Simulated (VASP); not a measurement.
# GaN (P6_3mc) in VASP: relaxation of cell and atoms with r2SCAN

Aim: the relaxation of cell and atoms of GaN with r2SCAN.

Program: VASP 6.6.1. These are calculated values, not measurements. Logs are shortened: lines on timing, memory, paths and dates and some standing lists are left out, and cuts for length are marked.

## 1. The cell of the first run

It takes space group P6_3mc (No. 186, hexagonal). Conventional cell: a = 3.189 Å, b = 3.189 Å, c = 5.185 Å, α = 90.00°, β = 90.00°, γ = 120.00°. Within 2.6 Å of Ga (site symmetry 3m) lie 4 N at 1.95 Å. N (site symmetry 3m) has 4 Ga at 1.95 Å within 2.6 Å.

## 2. Relaxation of cell and atoms, r2SCAN

The input, POSCAR:

```
GaN
1.0
    3.1890000000      0.0000000000      0.0000000000
   -1.5945000000      2.7617550127      0.0000000000
    0.0000000000      0.0000000000      5.1850000000
Ga N
2 2
Direct
    0.3333333333      0.6666666667      0.0000000000
    0.6666666667      0.3333333333      0.5000000000
    0.3333333333      0.6666666667      0.3770000000
    0.6666666667      0.3333333333      0.8770000000
```

The input, INCAR.step1:

```
SYSTEM = GaN
PREC = Accurate
ENCUT = 600
ISMEAR = 0
SIGMA = 0.01
LREAL = .False.
LASPH = .True.
NELM = 60
GGA = PE
ALGO = Normal
EDIFF = 1E-4
LWAVE = .True.
LCHARG = .False.
```

The input, INCAR.step2:

```
SYSTEM = GaN
PREC = Accurate
ENCUT = 600
EDIFF = 1E-7
ISMEAR = 0
SIGMA = 0.01
LREAL = .False.
LASPH = .True.
NELM = 60
ALGO = Normal
ISIF = 3
LWAVE = .False.
LCHARG = .False.
METAGGA = R2SCAN
LMIXTAU = .True.
IBRION = 2
NSW = 80
EDIFFG = -5E-4
ISTART = 1
```

The input, KPOINTS:

```
Automatic mesh
0
Gamma
  8 8 5
  0 0 0
```

Potentials or basis: VASP PAW PBE potentials, release 64 (Ga_d, N).

Started as:

```sh
cat potpaw_PBE.64/Ga_d/POTCAR potpaw_PBE.64/N/POTCAR > POTCAR
cp INCAR.step1 INCAR
mpirun -np 1 vasp_std > vasp.out
cp INCAR.step2 INCAR
mpirun -np 1 vasp_std > vasp.out
```

OUTCAR:

```text
SYSTEM = GaN
   PREC = Accurate
   ENCUT = 600
   EDIFF = 1E-7
   ISMEAR = 0
   LREAL = .False.
   LASPH = .True.
   NELM = 60
   ISIF = 3
   METAGGA = R2SCAN
   IBRION = 2
   NSW = 80
   EDIFFG = -5E-4
   ISTART = 1

 ion  position               nearest neighbor table
   1  0.333  0.667  0.000-   4 1.95   4 1.95   4 1.95   3 1.95
   2  0.667  0.333  0.500-   3 1.95   3 1.95   3 1.95   4 1.95
   3  0.333  0.667  0.377-   2 1.95   2 1.95   2 1.95   1 1.95
   4  0.667  0.333  0.877-   1 1.95   1 1.95   1 1.95   2 1.95

  LATTYP: Found a hexagonal cell.
 ALAT       =     3.1890000000
 C/A-ratio  =     1.6259015365

  Lattice vectors:

 A1 = (   3.1890000000,   0.0000000000,   0.0000000000)
 A2 = (  -1.5945000000,   2.7617550127,   0.0000000000)
 A3 = (   0.0000000000,   0.0000000000,   5.1850000000)

Analysis of symmetry for initial positions (statically):
=====================================================================
 Subroutine PRICEL returns:
 Original cell was already a primitive cell.

 Routine SETGRP: Setting up the symmetry group for a
 hexagonal supercell.

 Subroutine GETGRP returns: Found 12 space group operations
 (whereof  6 operations were pure point group operations)
 out of a pool of 24 trial point group operations.

The static configuration has the point symmetry C_3v.
 The point group associated with its full space group is C_6v.

Analysis of symmetry for dynamics (positions and initial velocities):
=====================================================================
 Subroutine PRICEL returns:
 Original cell was already a primitive cell.

 Routine SETGRP: Setting up the symmetry group for a
 hexagonal supercell.

 Subroutine GETGRP returns: Found 12 space group operations
 (whereof  6 operations were pure point group operations)
 out of a pool of 24 trial point group operations.

The dynamic configuration has the point symmetry C_3v.
 The point group associated with its full space group is C_6v.

 Subroutine INISYM returns: Found 12 space group operations
 (whereof  6 operations are pure point group operations),
 and found     1 'primitive' translations

----------------------------------------------------------------------------------------

                                     Primitive cell

  volume of cell :      45.6655

[... 112 lines left out ...]
     AMIX_MAG =   1.60;   BMIX_MAG =  1.00
  volume/ion in A,a.u.               =      11.42        77.04
  Fermi-wavevector in a.u.,A,eV,Ry     =   1.512329  2.857887 31.118402  2.287138
  Thomas-Fermi vector in A             =   2.622267
   LORBIT       =      0    0 simple, 1 ext, 2 COOP (PROOUT), +10 PAW based schemes
   METAGGA = R2SCAN    functional components
   LHFCALC =     F    Hartree Fock is set to
   AEXX    =    0.0000 exact exchange contribution
   IVDW    =     0    specifies the selected vdW correction
   LEPSILON=     F    determine dielectric tensor
   LRPA    =     F    only Hartree local field effects (RPA)
 conjugate gradient relaxation of ions
 non-spin polarized calculation
 Gauss-broadening in eV      SIGMA  =   0.01
  energy-cutoff  :      600.00
  volume of cell :       45.67
 maximum number of plane-waves:      1550
 NGX is ok and might be reduce to    28
   NGX = 13   NGY = 13   NGZ = 21

--------------------------------------- Ionic step        1  -------------------------------------------

 number of electron      35.9999996 magnetization

 Free energy of the ion-electron system (eV)
  ---------------------------------------------------
  ext. energy  EPLUGINS =         0.00000000
  ---------------------------------------------------
  free energy    TOTEN  =       -43.82292198 eV

  energy without entropy =      -43.82292198  energy(sigma->0) =      -43.82292198

------------------------ aborting loop because EDIFF is reached ----------------------------------------

  FORCE on cell =-STRESS in cart. coord.  units (eV):
  Direction    XX          YY          ZZ          XY          YZ          ZX
  --------------------------------------------------------------------------------------
  -------------------------------------------------------------------------------------
  Total        0.0373543      0.0373543      0.1943960      0.0000000      0.0000000     -0.0000000
  in kB        1.3105792      1.3105792      6.8203953      0.0000000      0.0000000     -0.0000000
  external PRESSURE =       3.1471845 kB  Pullay stress =       0.0000000 kB
[... 95 lines left out ...]
  FREE ENERGIE OF THE ION-ELECTRON SYSTEM (eV)
  ---------------------------------------------------
  free  energy   TOTEN  =       -43.8230412646 eV

  energy  without entropy=      -43.8230412646  energy(sigma->0) =      -43.82304126

[... ionic steps 4 to 7 ...]

--------------------------------------- Ionic step        8  -------------------------------------------

 number of electron      35.9999996 magnetization

------------------------ aborting loop because EDIFF is reached ----------------------------------------
[... 71 lines left out ...]
--------------------------------------- Ionic step       10  -------------------------------------------

 number of electron      35.9999996 magnetization

 Free energy of the ion-electron system (eV)
  ---------------------------------------------------
  ext. energy  EPLUGINS =         0.00000000
  ---------------------------------------------------
  free energy    TOTEN  =       -43.82306180 eV

  energy without entropy =      -43.82306180  energy(sigma->0) =      -43.82306180

 E-fermi :   5.1569     XC(G=0): -12.6306

 val. band max:        5.0412879195   @ k =   0.0000   0.0000   0.0000
 cond. band min:       7.3463885319   @ k =   0.0000   0.0000   0.0000
 fundamental gap:      2.3051006124
 Fermi energy:         5.1569429794

 k-point     1 :       0.0000    0.0000    0.0000
  band No.  band energies     occupation
      1     -11.7234      2.00000
      2     -10.7344      2.00000
      3      -8.7846      2.00000
      4      -8.7694      2.00000
      5      -8.7693      2.00000
      6      -8.7021      2.00000
[... 589 lines left out ...]
     21      13.1886      0.00000
     22      13.7148      0.00000

 [... further k-points ...]

------------------------ aborting loop because EDIFF is reached ----------------------------------------

  FORCE on cell =-STRESS in cart. coord.  units (eV):
  Direction    XX          YY          ZZ          XY          YZ          ZX
  --------------------------------------------------------------------------------------
  -------------------------------------------------------------------------------------
  Total        0.0010219      0.0010219      0.0015623      0.0000000      0.0000000      0.0000000
  in kB        0.0357981      0.0357981      0.0547251      0.0000000      0.0000000      0.0000000
  external PRESSURE =       0.0421071 kB  Pullay stress =       0.0000000 kB
[... 19 lines left out ...]
  FREE ENERGIE OF THE ION-ELECTRON SYSTEM (eV)
  ---------------------------------------------------
  free  energy   TOTEN  =       -43.8230618011 eV

  energy  without entropy=      -43.8230618011  energy(sigma->0) =      -43.82306180

 reached required accuracy - stopping structural energy minimisation
```

OSZICAR.step1:

```text
N       E                     dE             d eps       ncg     rms          rms(c)
DAV:   1     0.295117943506E+03    0.29512E+03   -0.20126E+04  1372   0.331E+03
DAV:   2     0.101370259993E+02   -0.28498E+03   -0.27502E+03  1456   0.572E+02
DAV:   3    -0.266066711344E+02   -0.36744E+02   -0.36248E+02  1496   0.164E+02
DAV:   4    -0.283029296007E+02   -0.16963E+01   -0.16908E+01  1902   0.365E+01
DAV:   5    -0.283265589098E+02   -0.23629E-01   -0.23622E-01  1472   0.398E+00    0.109E+01
DAV:   6    -0.241906958042E+02    0.41359E+01   -0.15318E+01  2360   0.587E+01    0.305E+00
DAV:   7    -0.243264917978E+02   -0.13580E+00   -0.18665E+00  1446   0.122E+01    0.270E+00
DAV:   8    -0.243292098964E+02   -0.27181E-02   -0.29478E-01  2070   0.908E+00    0.879E-01
DAV:   9    -0.243053302207E+02    0.23880E-01   -0.12236E-01  2368   0.612E+00    0.337E-01
DAV:  10    -0.243063615534E+02   -0.10313E-02   -0.67612E-03  1576   0.912E-01    0.145E-01
DAV:  11    -0.243063182528E+02    0.43301E-04   -0.14155E-03  1900   0.748E-01    0.204E-02
DAV:  12    -0.243063345252E+02   -0.16272E-04   -0.17165E-04  1256   0.112E-01
   1 F= -.24306335E+02 E0= -.24306335E+02  d E =-.248969E-53
```

It took 15 min on 1 thread of Intel Xeon Platinum 8488C (Sapphire Rapids), shared host; peak memory 0.21 GiB.

What came out:

```yaml
Free_energy: -43.8231 eV
Relaxed_volume: 11.43 Å³/atom
Relaxed_cell: a = 3.189 Å, b = 3.189 Å, c = 5.193 Å, α = 90.00°, β = 90.00°, γ = 120.00°
Space_group_after_relaxing_to_0.1_Å: P6_3mc (No. 186)
Energy_gained_by_relaxing: 0.0 meV/atom
Ionic_steps: 10
Pressure_after_relaxing: 0.0 GPa
Band_gap_on_the_k_mesh: 2.31 eV
```

The path:
| step | energy change (eV) | largest force (eV/Å) | pressure (GPa) | volume (Å³) |
| --- | --- | --- | --- | --- |
| 1 | 0.0000 | 0.0039 | 0.31 | 45.67 |
| 2 | 0.0000 | 0.0183 | -0.32 | 45.81 |
| 3 | -0.0001 | 0.0073 | 0.00 | 45.74 |
| 4 | -0.0001 | 0.0086 | -0.04 | 45.75 |
| 5 | -0.0001 | 0.0041 | 0.00 | 45.74 |
| 6 | -0.0001 | 0.0031 | 0.00 | 45.74 |
| 7 | -0.0001 | 0.0011 | 0.02 | 45.73 |
| 8 | -0.0001 | 0.0020 | 0.01 | 45.74 |
| 9 | -0.0001 | 0.0016 | 0.00 | 45.74 |
| 10 | -0.0001 | 0.0000 | 0.00 | 45.74 |

Final structure:
```
Ga N
1.0
     3.18893    0.00000    0.00000
    -1.59446    2.76169    0.00000
     0.00000    0.00000    5.19346
Ga N
2 2
Direct
  0.33333 0.66667 0.00010
  0.66667 0.33333 0.50010
  0.33333 0.66667 0.37690
  0.66667 0.33333 0.87690
```

Caveat: the PAW data sets were made with another functional, which shifts forces and pressure a little.
